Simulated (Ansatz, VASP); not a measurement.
**Two plane-wave programs on Pb**

Contents of INCAR:

```
ALGO = Normal
EDIFF = 1E-6
ENCUT = 520
GGA = RP
ISIF = 2
ISMEAR = -1
LASPH = True
LCHARG = False
LREAL = False
LWAVE = False
NBANDS = 36
NELM = 80
PREC = Accurate
SIGMA = 0.1
```

File KPOINTS:

```
k-points
0
Gamma
  11 11 3
```

Contents of POSCAR:

```
Pb
1.0
    3.4700528751      0.0000000000      0.0000000000
   -1.7350264376      3.0051539423      0.0000000000
    0.0000000000      0.0000000000     11.2108928155
Pb
4
Direct
    1.0000000000      0.0000000000      1.0000000000
    0.0000000000      0.0000000000      0.5000000000
    0.3333333333      0.6666666667      0.2500000000
    0.6666666667      0.3333333333      0.7500000000
```

Input for Ansatz:

```yaml
crystal:
  lattice:
    - [3.4700528751, 0.0, 0.0]
    - [-1.7350264376, 3.0051539423, 0.0]
    - [0.0, 0.0, 11.2108928155]
  atoms:
    - { symbol: Pb, position: [1.0, 0.0, 1.0] }
    - { symbol: Pb, position: [0.0, 0.0, 0.5] }
    - { symbol: Pb, position: [0.3333333333, 0.6666666667, 0.25] }
    - { symbol: Pb, position: [0.6666666667, 0.3333333333, 0.75] }
hamiltonian:
  xc: rpbe
  pseudopotentials:
    kind: paw
    azcp:
      Pb: "pseudopotentials/Pb.paw.azcp"
basis:
  ecutwfc: 420
  fft_grid_basis: typed
kpoints:
  mp_grid: { grid: [11, 11, 3], shift: [0, 0, 0] }
magnetization:
  spin_polarized: false
scf:
  occupations: { method: fermi_dirac, width: 0.1 }
  lower_state_search: "off"
output:
  stress: true
```

Alike in both runs: task single point; functional RPBE; k mesh 11 × 11 × 3; occupations fermi-dirac, width 0.1 eV; no spin polarisation.

|  | VASP | Ansatz |
| --- | --- | --- |
| version | VASP 6.6.1 | Ansatz 0.2.0 |
| potentials or method | VASP PAW PBE potentials, release 64 (Pb_d), cutoff 520 eV | plane waves (420 eV) with PAW, scalar-relativistic |
| valence electrons in the cell | 56 | 56 |

Ansatz gave:

```
pressure (GPa)                                                : 5.9
traceless stress, the component that is largest in VASP (GPa) : 0.51
```

Problem. What did VASP give for the same quantities?

Solution. Pressure (GPa): 5.9; traceless stress, the component that is largest in VASP (GPa): 0.50.

VASP's potentials were made for PBE, not for RPBE.

Spin-orbit coupling is off throughout.
